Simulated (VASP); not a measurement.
# PbS (P-6m2) in VASP: settings compared

PbS is run at these levels: PBE, LDA, PBEsol; tasks: single point.

All numbers are computed with VASP 6.6.1; they aren't measurements. Logs are shortened: lines on timing, memory, paths and dates and some standing lists are left out, and cuts for length are marked.

### Step 1. The cell of the first run

Symmetry: P-6m2, No. 187, hexagonal system. The conventional cell has a = 4.090 Å, b = 4.090 Å, c = 3.788 Å, α = 90.00°, β = 90.00°, γ = 120.00°. Pb (site symmetry -6m2) has 6 S at 3.03 Å and 2 Pb at 3.79 Å within 4.0 Å. S (site symmetry -6m2) has 6 Pb at 3.03 Å and 2 S at 3.79 Å within 4.0 Å.

### Step 2. Single point, PBE

Input file INCAR:

```
PREC = Accurate
ENCUT = 520
EDIFF = 1E-6
ISMEAR = -1
SIGMA = 0.03
LREAL = F
LASPH = T
NELM = 80
ALGO = Normal
ISIF = 2
LWAVE = F
LCHARG = T
GGA = PE
LELF = T
LVHAR = T
NBANDS = 17
```

Input file KPOINTS:

```
Automatic mesh
0
Gamma
  5 5 4
```

Input file POSCAR:

```
PbS
1.0
    4.0896976867      0.0000000000      0.0000000000
   -2.0448488433      3.5417820905      0.0000000000
    0.0000000000      0.0000000000      3.7881670000
Pb S
1 1
Direct
    0.0000000000      0.0000000000      0.0000000000
    0.6666666667      0.3333333333      0.5000000000
```

Potentials or basis: VASP PAW PBE potentials, release 64 (Pb_d, S).

On the command line:

```sh
$ cat potpaw_PBE.64/Pb_d/POTCAR potpaw_PBE.64/S/POTCAR > POTCAR
$ mpirun -np 1 vasp_std > vasp.out
```

OUTCAR:

```text
PREC = Accurate
   ENCUT = 520
   EDIFF = 1E-6
   ISMEAR = -1
   LREAL = F
   LASPH = T
   NELM = 80
   ISIF = 2
   GGA = PE

 ion  position               nearest neighbor table
   1  0.000  0.000  0.000-   2 3.03   2 3.03   2 3.03   2 3.03   2 3.03   2 3.03
   2  0.667  0.333  0.500-   1 3.03   1 3.03   1 3.03   1 3.03   1 3.03   1 3.03

  LATTYP: Found a hexagonal cell.
 ALAT       =     4.0896976867
 C/A-ratio  =     0.9262706660

  Lattice vectors:

 A1 = (   4.0896976867,   0.0000000000,   0.0000000000)
 A2 = (  -2.0448488433,   3.5417820905,   0.0000000000)
 A3 = (   0.0000000000,   0.0000000000,   3.7881670000)

Analysis of symmetry for initial positions (statically):
=====================================================================
 Subroutine PRICEL returns:
 Original cell was already a primitive cell.

 Routine SETGRP: Setting up the symmetry group for a
 hexagonal supercell.

 Subroutine GETGRP returns: Found 12 space group operations
 (whereof 12 operations were pure point group operations)
 out of a pool of 24 trial point group operations.

The static configuration has the point symmetry D_3h.

Analysis of symmetry for dynamics (positions and initial velocities):
=====================================================================
 Subroutine PRICEL returns:
 Original cell was already a primitive cell.

 Routine SETGRP: Setting up the symmetry group for a
 hexagonal supercell.

 Subroutine GETGRP returns: Found 12 space group operations
 (whereof 12 operations were pure point group operations)
 out of a pool of 24 trial point group operations.

The dynamic configuration has the point symmetry D_3h.

 Subroutine INISYM returns: Found 12 space group operations
 (whereof 12 operations are pure point group operations),
 and found     1 'primitive' translations

----------------------------------------------------------------------------------------

                                     Primitive cell

  volume of cell :      54.8709

  direct lattice vectors                    reciprocal lattice vectors
     4.089697687  0.000000000  0.000000000     0.244516851  0.141171870  0.000000000
    -2.044848843  3.541782090  0.000000000     0.000000000  0.282343740  0.000000000
     0.000000000  0.000000000  3.788167000     0.000000000  0.000000000  0.263979914

  length of vectors
     4.089697687  4.089697687  3.788167000     0.282343740  0.282343740  0.263979914

  position of ions in fractional coordinates (direct lattice)
     0.000000000  0.000000000  0.000000000
     0.666666667  0.333333333  0.500000000

  ion indices of the primitive-cell ions
   primitive index   ion index
                 1           1
                 2           2

----------------------------------------------------------------------------------------

 KPOINTS: Automatic mesh

Automatic generation of k-mesh.
 Grid dimensions read from file:
 generate k-points for:    5    5    4

 Generating k-lattice:

  Cartesian coordinates                     Fractional coordinates (reciprocal lattice)
     0.048903370  0.028234374  0.000000000     0.200000000  0.000000000  0.000000000
     0.000000000  0.056468748  0.000000000     0.000000000  0.200000000  0.000000000
     0.000000000  0.000000000  0.065994979     0.000000000  0.000000000  0.250000000

  Length of vectors
     0.056468748  0.056468748  0.065994979

  Shift w.r.t. Gamma in fractional coordinates (k-lattice)
     0.000000000  0.000000000  0.000000000

 Subroutine IBZKPT returns following result:
 ===========================================

 Found     15 irreducible k-points:

 Following reciprocal coordinates:
            Coordinates               Weight
  0.000000  0.000000  0.000000      1.000000
  0.200000  0.000000  0.000000      6.000000
  0.400000  0.000000  0.000000      6.000000
  0.200000  0.200000  0.000000      6.000000
  0.400000  0.200000  0.000000      6.000000
  0.000000  0.000000  0.250000      2.000000
  0.200000  0.000000  0.250000     12.000000
  0.400000  0.000000  0.250000     12.000000
  0.200000  0.200000  0.250000     12.000000
  0.400000  0.200000  0.250000     12.000000
  0.000000  0.000000  0.500000      1.000000
  0.200000  0.000000  0.500000      6.000000
  0.400000  0.000000  0.500000      6.000000
  0.200000  0.200000  0.500000      6.000000
  0.400000  0.200000  0.500000      6.000000
   k-points           NKPTS =     15   k-points in BZ     NKDIM =     15   number of bands    NBANDS=     17
   number of dos      NEDOS =    301   number of ions     NIONS =      2
   total plane-waves  NPLWV =  25200
   dimension x,y,z NGX =    30 NGY =   30 NGZ =   28
   dimension x,y,z NGXF=    60 NGYF=   60 NGZF=   56
   ions per type =               1   1
   NGX,Y,Z   is equivalent  to a cutoff of  12.19, 12.19, 12.29 a.u.
   NGXF,Y,Z  is equivalent  to a cutoff of  24.39, 24.39, 24.58 a.u.
 SYSTEM =  unknown system
   PREC   = accura    normal or accurate (medium, high low for compatibility)
   ISTART =      0    job   : 0-new  1-cont  2-samecut
   ICHARG =      2    charge: 1-file 2-atom 10-const
   ISPIN  =      1    spin polarized calculation?
   LNONCOLLINEAR =      F non collinear calculations
   LSORBIT =      F    spin-orbit coupling
   LASPH  =      T    aspherical Exc in radial PAW
   ENCUT  =  520.0 eV  38.22 Ry    6.18 a.u.   7.60  7.60  7.04*2*pi/ulx,y,z
   NELM   =     80;   NELMIN=  2; NELMDL= -5     # of ELM steps
   EDIFF  = 0.1E-05   stopping-criterion for ELM
   LREAL  =      F    real-space projection
   EDIFFG = 0.1E-04   stopping-criterion for IOM
   NSW    =      0    number of steps for IOM
   IBRION =     -1    ionic relax: 0-MD 1-quasi-New 2-CG
   NFREE  =      0    steps in history (QN), initial steepest desc. (CG)
   ISIF   =      2    stress and relaxation
   ISYM   =      2    0-nonsym 1-usesym 2-fastsym
   POTIM  = 0.5000    time-step for ionic-motion
   TEBEG  =    0.0;   TEEND  =   0.0 temperature during run
   PSTRESS=    0.0 pullay stress
   NELECT =      20.0000    total number of electrons
   NUPDOWN=      -1.0000    fix difference up-down
   EMIN   =  10.00;   EMAX   =-10.00  energy-range for DOS
   EFERMI =   0.00;   METHOD = LEGACY
   ISMEAR =    -1;   SIGMA  =   0.03  broadening in eV -4-tet -1-fermi 0-gaus
   EFERMI_NEDOS =   21; number of points for ismear=-14 and -15
   IALGO  =     38    algorithm
   IMIX   =      4    mixing-type and parameters
     AMIX     =   0.40;   BMIX     =  1.00
     AMIX_MAG =   1.60;   BMIX_MAG =  1.00
  volume/ion in A,a.u.               =      27.44       185.14
  Fermi-wavevector in a.u.,A,eV,Ry     =   1.169421  2.209885 18.606576  1.367545
  Thomas-Fermi vector in A             =   2.305894
   LORBIT       =      0    0 simple, 1 ext, 2 COOP (PROOUT), +10 PAW based schemes
   GGA     = PE    functional components
   LHFCALC =     F    Hartree Fock is set to
   AEXX    =    0.0000 exact exchange contribution
   IVDW    =     0    specifies the selected vdW correction
   LEPSILON=     F    determine dielectric tensor
   LRPA    =     F    only Hartree local field effects (RPA)
 non-spin polarized calculation
  energy-cutoff  :      520.00
  volume of cell :       54.87
 maximum number of plane-waves:      1490
   NGX = 15   NGY = 15   NGZ = 15

 number of electron      19.9999998 magnetization

 Free energy of the ion-electron system (eV)
  ---------------------------------------------------
  ext. energy  EPLUGINS =         0.00000000
  ---------------------------------------------------
  free energy    TOTEN  =        -8.52405943 eV

  energy without entropy =       -8.52329948  energy(sigma->0) =       -8.52367946

 E-fermi :   5.2501     XC(G=0):  -9.4351

 val. band max:        5.2040427944   @ k =   0.0000   0.0000   0.5000
 cond. band min:       5.3548186390   @ k =   0.4000   0.2000   0.5000
 fundamental gap:      0.1507758446
 Fermi energy:         5.2500762597

 k-point     1 :       0.0000    0.0000    0.0000
  band No.  band energies     occupation
      1     -11.7111      2.00000
      2     -11.6942      2.00000
      3     -11.6942      2.00000
      4     -11.5907      2.00000
      5     -11.5907      2.00000
      6      -7.9626      2.00000
[... 9 lines left out ...]
     16      16.2456      0.00000
     17      16.3315      0.00000

 k-point     2 :       0.2000    0.0000    0.0000
  band No.  band energies     occupation
      1     -11.7093      2.00000
      2     -11.6946      2.00000
      3     -11.6725      2.00000
      4     -11.6019      2.00000
      5     -11.5931      2.00000
      6      -7.6626      2.00000
[... 9 lines left out ...]
     16      15.4263      0.00000
     17      15.7881      0.00000

 k-point     3 :       0.4000    0.0000    0.0000
  band No.  band energies     occupation
      1     -11.7263      2.00000
      2     -11.6758      2.00000
      3     -11.6370      2.00000
      4     -11.6198      2.00000
      5     -11.5970      2.00000
      6      -7.0194      2.00000
[... 9 lines left out ...]
     16      16.2119      0.00000
     17      16.2678      0.00000

 k-point     4 :       0.2000    0.2000    0.0000
  band No.  band energies     occupation
      1     -11.7058      2.00000
      2     -11.6906      2.00000
      3     -11.6501      2.00000
      4     -11.6137      2.00000
      5     -11.5989      2.00000
      6      -7.1714      2.00000
[... 9 lines left out ...]
     16      15.1601      0.00000
     17      16.2659      0.00000
[... 163 lines left out ...]
      1     -11.7148      2.00000
      2     -11.6997      2.00000
      3     -11.6470      2.00000
      4     -11.6322      2.00000
      5     -11.5545      2.00000
      6      -6.3002      2.00000
[... 9 lines left out ...]
     16      16.6750      0.00000
     17      18.4650      0.00000

 k-point    14 :       0.2000    0.2000    0.5000
  band No.  band energies     occupation
      1     -11.7009      2.00000
      2     -11.6860      2.00000
      3     -11.6508      2.00000
      4     -11.6495      2.00000
      5     -11.5602      2.00000
      6      -6.3731      2.00000
[... 9 lines left out ...]
     16      16.1231      0.00000
     17      17.6417      0.00000

 k-point    15 :       0.4000    0.2000    0.5000
  band No.  band energies     occupation
      1     -11.7186      2.00000
      2     -11.6816      2.00000
      3     -11.6594      2.00000
      4     -11.6395      2.00000
      5     -11.5508      2.00000
      6      -6.1845      2.00000
[... 9 lines left out ...]
     16      16.8934      0.00000
     17      17.8491      0.00000

------------------------ aborting loop because EDIFF is reached ----------------------------------------

  FORCE on cell =-STRESS in cart. coord.  units (eV):
  Direction    XX          YY          ZZ          XY          YZ          ZX
  --------------------------------------------------------------------------------------
  -------------------------------------------------------------------------------------
  Total       -0.1259915     -0.1259915      0.1626916     -0.0000000      0.0000000     -0.0000000
  in kB       -3.6788286     -3.6788286      4.7504361     -0.0000000      0.0000000     -0.0000000
  external PRESSURE =      -0.8690737 kB  Pullay stress =       0.0000000 kB

 VOLUME and BASIS-vectors are now :
 -----------------------------------------------------------------------------
  energy-cutoff  :      520.00
  volume of cell :       54.87
      direct lattice vectors                 reciprocal lattice vectors
     4.089697687  0.000000000  0.000000000     0.244516851  0.141171870  0.000000000
    -2.044848843  3.541782090  0.000000000     0.000000000  0.282343740  0.000000000
     0.000000000  0.000000000  3.788167000     0.000000000  0.000000000  0.263979914

 POSITION                                       TOTAL-FORCE (eV/Angst)
 -----------------------------------------------------------------------------------
      0.00000      0.00000      0.00000         0.000000     -0.000000      0.000000
      2.04485      1.18059      1.89408        -0.000000      0.000000      0.000000
 -----------------------------------------------------------------------------------
    total drift:                               -0.000000      0.000000      0.000000

  FREE ENERGIE OF THE ION-ELECTRON SYSTEM (eV)
  ---------------------------------------------------
  free  energy   TOTEN  =        -8.5240594272 eV

  energy  without entropy=       -8.5232994834  energy(sigma->0) =       -8.52367946
```

It took 12 s on 1 thread of Intel Xeon Platinum 8488C (Sapphire Rapids), shared host; peak memory 0.17 GiB.

What came out:

| Property | Result |
| --- | --- |
| Free energy | -8.5241 eV |
| Pressure | -0.1 GPa |
| Band gap on the k mesh | 0.15 eV, indirect (least direct gap 0.88 eV) |

Stress tensor (GPa, compression positive):
```
-0.37  0.00  0.00
 0.00 -0.37  0.00
 0.00  0.00  0.48
```

Levels at points of the mesh, in eV from the valence-band top:
| k point | band 6 | band 7 | band 8 | band 9 | band 10 | band 11 | band 12 | band 13 | band 14 | band 15 |
| --- | --- | --- | --- | --- | --- | --- | --- | --- | --- | --- |
| (0.00, 0.00, 0.00) | -13.17 | -6.47 | -2.17 | -1.69 | -1.69 | 3.44 | 3.44 | 5.26 | 6.49 | 7.05 |
| (0.00, 0.00, 0.50) | -12.06 | -8.98 | -1.11 | -1.11 | 0.00 | 0.88 | 3.85 | 3.85 | 8.21 | 8.21 |

Caveat: spin-orbit coupling is left out, which moves the levels of the heavy elements. A k mesh can miss the band edges.

### Step 3. Single point, LDA (volume scaled by 0.94)

Input file INCAR:

```
PREC = Accurate
ENCUT = 520
EDIFF = 1E-7
ISMEAR = -1
SIGMA = 0.05
LREAL = False
LASPH = True
NELM = 60
ALGO = Normal
ISIF = 2
LWAVE = False
LCHARG = True
LELF = True
LVHAR = True
NBANDS = 17
```

Input file KPOINTS:

```
regular mesh
0
Gamma
  8 8 7
```

Input file POSCAR:

```
PbS
1.0
    4.0062110427      0.0000000000      0.0000000000
   -2.0031055213      3.4694805360      0.0000000000
    0.0000000000      0.0000000000      3.7108357707
Pb S
1 1
Direct
    0.0000000000      0.0000000000      0.0000000000
    0.6666666667      0.3333333333      0.5000000000
```

Potentials or basis: VASP PAW LDA potentials, release 64 (Pb_d, S).

On the command line:

```sh
$ cat potpaw_LDA.64/Pb_d/POTCAR potpaw_LDA.64/S/POTCAR > POTCAR
$ mpirun -np 1 vasp_std > vasp.out
```

It took 14 s on 1 thread of Intel Xeon 6975P-C (Granite Rapids), shared host; peak memory 0.16 GiB.

Results (log left out):

```
Free energy            : -9.7405 eV
Pressure               : -1.4 GPa
Band gap on the k mesh : zero (band 10 reaches 5.66 eV, above the bottom of band 11 at 5.49 eV)
```

Stress tensor (GPa, compression positive):
```
-1.67  0.00  0.00
 0.00 -1.67  0.00
 0.00  0.00 -0.96
```

Levels at points of the mesh, in eV from the Fermi level:
```tsv
k point	band 6	band 7	band 8	band 9	band 10	band 11	band 12	band 13	band 14	band 15
(0.00, 0.00, 0.00)	-13.42	-6.16	-2.22	-1.68	-1.68	3.57	3.57	5.21	6.95	7.16
(0.50, 0.00, 0.00)	-12.13	-8.59	-2.81	-1.75	-1.13	2.13	4.10	5.39	5.65	11.26
```

Caveat: spin-orbit coupling is left out, which moves the levels of the heavy elements.

(Part 1 of 2 ends here.)
